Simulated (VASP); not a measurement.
# Ti (I4_1/amd) in VASP: further runs, part 2 of 2

VASP 6.6.1. The steps go on from the part before.

## 3. Relaxation of cell and atoms, PBEsol, target pressure 13 GPa, at which the enthalpy is minimised

This run uses another cell than the first one, of 15.49 Å³/atom.

INCAR

```
SYSTEM = Ti
PREC = Accurate
ENCUT = 600
EDIFF = 1E-6
ISMEAR = -1
SIGMA = 0.05
LREAL = .False.
LASPH = .True.
NELM = 100
ALGO = Normal
ISIF = 3
LWAVE = .False.
LCHARG = .False.
GGA = PS
IBRION = 2
NSW = 60
EDIFFG = -0.005
PSTRESS = 130.0
```

KPOINTS

```
regular mesh
0
Gamma
  16 16 16
  0 0 0
```

POSCAR

```
Ti
1.0
   -2.4147447675      2.4147447675      1.3281096221
    2.4147447675     -2.4147447675      1.3281096221
    2.4147447675      2.4147447675     -1.3281096221
Ti
2
Direct
   -0.3750000000     -0.1250000000     -0.2500000000
    0.3750000000      0.1250000000      0.2500000000
```

Potentials or basis: VASP PAW PBE potentials, release 64 (Ti_sv).

Launch:

```console
cat potpaw_PBE.64/Ti_sv/POTCAR > POTCAR
mpirun -np 1 vasp_std > vasp.out
```

OUTCAR:

```text
SYSTEM = Ti
   PREC = Accurate
   ENCUT = 600
   EDIFF = 1E-6
   ISMEAR = -1
   LREAL = .False.
   LASPH = .True.
   NELM = 100
   ISIF = 3
   GGA = PS
   IBRION = 2
   NSW = 60
   EDIFFG = -0.005
   PSTRESS = 130.0

 ion  position               nearest neighbor table
   1  0.625  0.875  0.750-   2 2.50   2 2.50   2 2.50   2 2.50
   2  0.375  0.125  0.250-   1 2.50   1 2.50   1 2.50   1 2.50

  LATTYP: Found a body centered tetragonal cell.
 ALAT       =     4.8294895350
 C/A-ratio  =     0.5500000000

  Lattice vectors:

 A1 = (  -2.4147447675,   2.4147447675,   1.3281096221)
 A2 = (   2.4147447675,  -2.4147447675,   1.3281096221)
 A3 = (   2.4147447675,   2.4147447675,  -1.3281096221)

Analysis of symmetry for initial positions (statically):
=====================================================================
 Subroutine PRICEL returns:
 Original cell was already a primitive cell.

 Routine SETGRP: Setting up the symmetry group for a
 body centered tetragonal supercell.

 Subroutine GETGRP returns: Found 16 space group operations
 (whereof  4 operations were pure point group operations)
 out of a pool of 16 trial point group operations.

The static configuration has the point symmetry C_2h.
 The point group associated with its full space group is D_4h.

Analysis of symmetry for dynamics (positions and initial velocities):
=====================================================================
 Subroutine PRICEL returns:
 Original cell was already a primitive cell.

 Routine SETGRP: Setting up the symmetry group for a
 body centered tetragonal supercell.

 Subroutine GETGRP returns: Found 16 space group operations
 (whereof  4 operations were pure point group operations)
 out of a pool of 16 trial point group operations.

The dynamic configuration has the point symmetry C_2h.
 The point group associated with its full space group is D_4h.

 Subroutine INISYM returns: Found 16 space group operations
 (whereof  4 operations are pure point group operations),
 and found     1 'primitive' translations

----------------------------------------------------------------------------------------

                                     Primitive cell

  volume of cell :      30.9768

  direct lattice vectors                    reciprocal lattice vectors
    -2.414744767  2.414744767  1.328109622     0.000000000  0.207061221  0.376474947
     2.414744767 -2.414744767  1.328109622     0.207061221  0.000000000  0.376474947
     2.414744767  2.414744767 -1.328109622     0.207061221  0.207061221  0.000000000

  length of vectors
     3.664131514  3.664131514  3.664131514     0.429660023  0.429660023  0.292828787

  position of ions in fractional coordinates (direct lattice)
     0.625000000  0.875000000  0.750000000
     0.375000000  0.125000000  0.250000000

  ion indices of the primitive-cell ions
   primitive index   ion index
                 1           1
                 2           2

----------------------------------------------------------------------------------------

 KPOINTS: regular mesh

Automatic generation of k-mesh.
 Grid dimensions read from file:
 generate k-points for:   16   16   16

 Generating k-lattice:

  Cartesian coordinates                     Fractional coordinates (reciprocal lattice)
     0.000000000  0.012941326  0.023529684     0.062500000  0.000000000  0.000000000
     0.012941326  0.000000000  0.023529684     0.000000000  0.062500000  0.000000000
     0.012941326  0.012941326  0.000000000     0.000000000  0.000000000  0.062500000

  Length of vectors
     0.026853751  0.026853751  0.018301799

  Shift w.r.t. Gamma in fractional coordinates (k-lattice)
     0.000000000  0.000000000  0.000000000

 Subroutine IBZKPT returns following result:
 ===========================================

 Found    349 irreducible k-points:

 Following reciprocal coordinates:
            Coordinates               Weight
  0.000000  0.000000  0.000000      1.000000
  0.062500  0.000000 -0.000000      8.000000
  0.125000  0.000000 -0.000000      8.000000
  0.187500  0.000000 -0.000000      8.000000
  0.250000  0.000000 -0.000000      8.000000
  0.312500  0.000000 -0.000000      8.000000
[... 16 lines left out ...]
 -0.125000  0.062500  0.000000     16.000000
 -0.062500  0.062500  0.000000      4.000000
 [... further k-points ...]
   k-points           NKPTS =    349   k-points in BZ     NKDIM =    349   number of bands    NBANDS=     16
   number of dos      NEDOS =    301   number of ions     NIONS =      2
   total plane-waves  NPLWV =  27000
   dimension x,y,z NGX =    30 NGY =   30 NGZ =   30
   dimension x,y,z NGXF=    60 NGYF=   60 NGZF=   60
   ions per type =               2
   NGX,Y,Z   is equivalent  to a cutoff of  13.61, 13.61, 13.61 a.u.
   NGXF,Y,Z  is equivalent  to a cutoff of  27.22, 27.22, 27.22 a.u.
 SYSTEM =  Ti
   PREC   = accura    normal or accurate (medium, high low for compatibility)
   ISTART =      0    job   : 0-new  1-cont  2-samecut
   ICHARG =      2    charge: 1-file 2-atom 10-const
   ISPIN  =      1    spin polarized calculation?
   LNONCOLLINEAR =      F non collinear calculations
   LSORBIT =      F    spin-orbit coupling
   LASPH  =      T    aspherical Exc in radial PAW
   ENCUT  =  600.0 eV  44.10 Ry    6.64 a.u.   7.32  7.32  7.32*2*pi/ulx,y,z
   NELM   =    100;   NELMIN=  2; NELMDL= -5     # of ELM steps
   EDIFF  = 0.1E-05   stopping-criterion for ELM
   LREAL  =      F    real-space projection
   EDIFFG = -.5E-02   stopping-criterion for IOM
   NSW    =     60    number of steps for IOM
   IBRION =      2    ionic relax: 0-MD 1-quasi-New 2-CG
   NFREE  =      1    steps in history (QN), initial steepest desc. (CG)
   ISIF   =      3    stress and relaxation
   ISYM   =      2    0-nonsym 1-usesym 2-fastsym
   POTIM  = 0.5000    time-step for ionic-motion
   TEBEG  =    0.0;   TEEND  =   0.0 temperature during run
   PSTRESS=  130.0 pullay stress
   NELECT =      24.0000    total number of electrons
   NUPDOWN=      -1.0000    fix difference up-down
   EMIN   =  10.00;   EMAX   =-10.00  energy-range for DOS
   EFERMI =   0.00;   METHOD = LEGACY
   ISMEAR =    -1;   SIGMA  =   0.05  broadening in eV -4-tet -1-fermi 0-gaus
   EFERMI_NEDOS =   21; number of points for ismear=-14 and -15
   IALGO  =     38    algorithm
   IMIX   =      4    mixing-type and parameters
     AMIX     =   0.40;   BMIX     =  1.00
     AMIX_MAG =   1.60;   BMIX_MAG =  1.00
  volume/ion in A,a.u.               =      15.49       104.52
  Fermi-wavevector in a.u.,A,eV,Ry     =   1.503603  2.841397 30.760341  2.260821
  Thomas-Fermi vector in A             =   2.614691
   LORBIT       =      0    0 simple, 1 ext, 2 COOP (PROOUT), +10 PAW based schemes
   GGA     = PS    functional components
   LHFCALC =     F    Hartree Fock is set to
   AEXX    =    0.0000 exact exchange contribution
   IVDW    =     0    specifies the selected vdW correction
   LEPSILON=     F    determine dielectric tensor
   LRPA    =     F    only Hartree local field effects (RPA)
 conjugate gradient relaxation of ions
 non-spin polarized calculation
  energy-cutoff  :      600.00
  volume of cell :       30.98
 maximum number of plane-waves:      1053
 NGX is ok and might be reduce to    30
   NGX = 15   NGY = 15   NGZ = 15

--------------------------------------- Ionic step        1  -------------------------------------------

 number of electron      24.0000005 magnetization

 Free energy of the ion-electron system (eV)
  ---------------------------------------------------
  ext. energy  EPLUGINS =         0.00000000
  ---------------------------------------------------
  free energy    TOTEN  =       -15.78298331 eV

  energy without entropy =      -15.75706216  energy(sigma->0) =      -15.77002274

------------------------ aborting loop because EDIFF is reached ----------------------------------------

  FORCE on cell =-STRESS in cart. coord.  units (eV):
  Direction    XX          YY          ZZ          XY          YZ          ZX
  --------------------------------------------------------------------------------------
  -------------------------------------------------------------------------------------
  Total        1.3155268      1.3155268      2.3055392      0.0000000     -0.0000000     -0.0000000
  in kB       68.0415009     68.0415009    119.2467948      0.0000000     -0.0000000     -0.0000000
  external PRESSURE =     -44.8900678 kB  Pullay stress =     130.0000000 kB
[... 253 lines left out ...]
--------------------------------------- Ionic step        8  -------------------------------------------

 number of electron      23.9999998 magnetization

 Free energy of the ion-electron system (eV)
  ---------------------------------------------------
  ext. energy  EPLUGINS =         0.00000000
  ---------------------------------------------------
  free energy    TOTEN  =       -15.72357151 eV

  energy without entropy =      -15.69924723  energy(sigma->0) =      -15.71140937

 E-fermi :   9.5056     XC(G=0): -12.3281

 val. band max:        9.5045338828   @ k =  -0.3125   0.3750   0.1250
 cond. band min:       9.5073077390   @ k =  -0.4375   0.4375   0.3125
 fundamental gap:      0.0027738562
 Fermi energy:         9.5055576745

 k-point     1 :       0.0000    0.0000    0.0000
  band No.  band energies     occupation
      1     -46.6293      2.00000
      2     -46.0612      2.00000
      3     -23.4068      2.00000
      4     -23.4068      2.00000
      5     -22.3117      2.00000
      6     -22.2897      2.00000
[... 433 lines left out ...]
      3     -23.3976      2.00000
      4     -23.3972      2.00000
      5     -22.3258      2.00000
      6     -22.2880      2.00000
[... 8 lines left out ...]
     15      12.3375      0.00000
     16      12.3910      0.00000

 [... further k-points ...]
[... 5 lines left out ...]
  --------------------------------------------------------------------------------------
  -------------------------------------------------------------------------------------
  Total        2.4168388      2.4168388      2.4279591      0.0000000      0.0000000      0.0000000
  in kB      129.6257452    129.6257452    130.2221757      0.0000000      0.0000000      0.0000000
  external PRESSURE =      -0.1754446 kB  Pullay stress =     130.0000000 kB
[... 21 lines left out ...]
  energy  without entropy=      -15.6992472305  energy(sigma->0) =      -15.71140937

  enthalpy is  TOTEN    =       -13.2997548050 eV   P V=        2.4238167047

 reached required accuracy - stopping structural energy minimisation
```

OSZICAR:

```text
N       E                     dE             d eps       ncg     rms          rms(c)
DAV:   1     0.261191783935E+03    0.26119E+03   -0.14650E+04 11168   0.209E+03
DAV:   2     0.108203052962E+02   -0.25037E+03   -0.24881E+03 11448   0.524E+02
[... 69 lines left out ...]
       N       E                     dE             d eps       ncg     rms          rms(c)
DAV:   1    -0.157236216303E+02    0.84189E-03   -0.12500E-03 17496   0.510E-01    0.649E-02
DAV:   2    -0.157235716017E+02    0.50029E-04   -0.19261E-04 16224   0.174E-01    0.171E-02
DAV:   3    -0.157235686825E+02    0.29192E-05   -0.30769E-05 16784   0.433E-02    0.595E-03
DAV:   4    -0.157235700893E+02   -0.14068E-05   -0.49843E-06 11944   0.182E-02    0.238E-03
DAV:   5    -0.157235713189E+02   -0.12296E-05   -0.33946E-06 12688   0.144E-02    0.352E-03
DAV:   6    -0.157235715096E+02   -0.19075E-06   -0.64747E-07  6160   0.928E-03
   8 F= -.13299755E+02 E0= -.13287593E+02  d E =-.151979E-04
```

Wall time 22 min (1 thread of Oxide Virtual Turin-like, shared host); peak memory 0.29 GiB.

Results:

```
Free energy                                                : -15.7236 eV
Relaxed volume                                             : 14.94 Å³/atom
Relaxed cell                                               : a = 3.591 Å, b = 3.591 Å, c = 3.591 Å, α = 98.10°, β = 98.10°, γ = 135.91°
Space group after relaxing (to 0.1 Å)                      : I4_1/amd (No. 141)
Energy change on relaxing (the run minimises the enthalpy) : +29.7 meV/atom
Ionic steps                                                : 8
Pressure after relaxing                                    : 13.0 GPa
Band gap on the k mesh                                     : zero (bands 12 and 13 overlap by 1.00 eV)
```

The path:
```
step  energy change (eV)  largest force (eV/Å)  pressure (GPa)  volume (Å³)
   1              0.0000                0.0000            8.51        30.98
   2              0.1385                0.0000           17.29        29.07
   3              0.0785                0.0000           13.98        29.72
   4              0.0645                0.0000           13.34        29.81
   5              0.0619                0.0000           13.19        29.84
   6              0.0621                0.0000           13.12        29.84
   7              0.0585                0.0000           12.94        29.88
   8              0.0594                0.0000           12.98        29.87
```

Final structure:
```yaml
crystal:
  lattice:
    - [-2.35386, 2.35386, 1.34786]
    - [2.35386, -2.35386, 1.34786]
    - [2.35386, 2.35386, -1.34786]
  atoms:
    - { symbol: Ti, position: [0.62500, 0.87500, 0.75000] }
    - { symbol: Ti, position: [0.37500, 0.12500, 0.25000] }
```

Caveat: the cell is relaxed towards a set pressure, so the run minimises the enthalpy, not the energy; the PAW data sets were made with another functional, which shifts forces and pressure a little.
